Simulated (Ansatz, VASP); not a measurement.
## Cd2Se5 in VASP and in Ansatz

```
Cd Se
1.0
     5.30500    0.00000    0.00000
     0.00000    5.30500    0.00000
     0.00000    0.00000    7.59285
Cd Se
2 5
Direct
  0.50000 0.00000 0.73806
  0.00000 0.50000 0.73806
  0.75533 0.75533 0.11875
  0.24467 0.24467 0.11875
  0.24467 0.75533 0.11875
  0.75533 0.24467 0.11875
  0.00000 0.00000 0.64677
```

Alike in both runs: functional PBE; k mesh 3 × 3 × 2; occupations gaussian, width 0.2 eV; no spin polarisation.

Ansatz relaxed the structure, and its values are those at the end. VASP's run is a single point on that final structure, the one shown.

|  | VASP | Ansatz |
| --- | --- | --- |
| version | VASP 6.6.1 | Ansatz 0.2.0 |
| potentials or method | VASP PAW PBE potentials, release 64 (Cd, Se), cutoff 500 eV | scalar-relativistic, plane waves, PAW |
| valence electrons in the cell | 54 | 120 |

|  | VASP | Ansatz | Ansatz less VASP |
| --- | --- | --- | --- |
| gap on the k mesh at the Fermi level (eV) | none | none | - |
| pressure (GPa) | 0.5 | 0.4 | -0.10 |
| rms of the force components (eV/Å) | 0.016 | 0.015 | -0.0009 |

A gap of «none» marks a metal or a gap that the smearing closes. VASP's potentials hold 54 valence electrons a cell and Ansatz's 120, so a difference there can come from the potentials and not from the codes.

The k mesh is coarse, so the values compare programs but aren't converged.
